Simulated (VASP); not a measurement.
Wanted: the native input for a VASP 6.6.1 run.

```
Task                   : single point
Functional             : PBE
Potentials or basis    : VASP PAW PBE potentials, release 64 (Hf_pv)
Cutoff                 : 520 eV
k mesh                 : 14 × 14 × 14
Occupations            : fermi-dirac, width 0.1 eV
Spin                   : no spin polarisation
Dipole correction      : no
Further INCAR settings : ALGO = Normal; EDIFF = 1e-06; NBANDS = 11
```

The structure of Hf lies in POSCAR:

```
Hf
1.0
    0.0000000000      2.2130074095      2.2130074095
    2.2130074095      0.0000000000      2.2130074095
    2.2130074095      2.2130074095      0.0000000000
Hf
1
Direct
    0.0000000000      0.0000000000      0.0000000000
```

This cell differs from its parent crystal: volume scaled by 0.96.

One way to write it, as run:

INCAR

```
SYSTEM = Hf
PREC = Accurate ; ENCUT = 520
EDIFF = 1E-6 ; ISMEAR = -1
SIGMA = 0.1 ; LREAL = .False.
LASPH = .True. ; NELM = 60
ALGO = Normal ; ISIF = 2
LWAVE = .False. ; LCHARG = .True.
GGA = PE ; LELF = .True.
LVHAR = .True. ; NBANDS = 11
```

KPOINTS

```
Automatic mesh
0
Gamma
  14 14 14
  0 0 0
```

Potentials or basis: VASP PAW PBE potentials, release 64 (Hf_pv).

Command:

```sh
$ cat potpaw_PBE.64/Hf_pv/POTCAR > POTCAR
$ mpirun -np 1 vasp_std > vasp.out
```

Results of the run:

* Pressure: 4.0 GPa
* Band gap on the k mesh: zero (band 5 reaches 6.38 eV, above the bottom of band 6 at 4.29 eV)

Caveat: spin-orbit coupling is left out, which moves the levels of the heavy elements.

It took 48 s on 1 thread of AMD EPYC 7R13 (shared host), peak memory 0.12 GiB.
